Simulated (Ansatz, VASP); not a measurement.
# Al2Cu: VASP beside Ansatz

```
CELL_PARAMETERS angstrom
3.75930 0.00000 0.00000
0.00000 3.75930 0.00000
0.00000 0.00000 3.04710
ATOMIC_POSITIONS crystal
Al 0.50000 0.00000 0.50000
Al 0.00000 0.50000 0.50000
Cu 0.00000 0.00000 0.00000
```

Alike in both runs: task single point; functional LDA; k mesh 10 × 10 × 14; occupations gaussian, width 0.15 eV; no spin polarisation.

```csv
,VASP,Ansatz
version,VASP 6.6.1,Ansatz 0.2.0
potentials or method,"VASP PAW LDA potentials, release 64 (Al, Cu), cutoff 520 eV","scalar-relativistic, plane waves, PAW"
valence electrons in the cell,17,25
```

|  | VASP | Ansatz | Ansatz less VASP |
| --- | --- | --- | --- |
| gap on the k mesh at the Fermi level (eV) | none | none | - |
| pressure (GPa) | 10.2 | 9.9 | -0.26 |
| traceless stress, the component that is largest in VASP (GPa) | -8.99 | -9.02 | -0.026 |

Ansatz warns that its potentials were made for another functional, while VASP's fit it. LDA's correlation is that of Perdew and Zunger in VASP and of Perdew and Wang (1992) in Ansatz. A gap of «none» marks a metal or a gap that the smearing closes. VASP's potentials hold 17 valence electrons a cell and Ansatz's 25, so a difference there can come from the potentials and not from the codes.
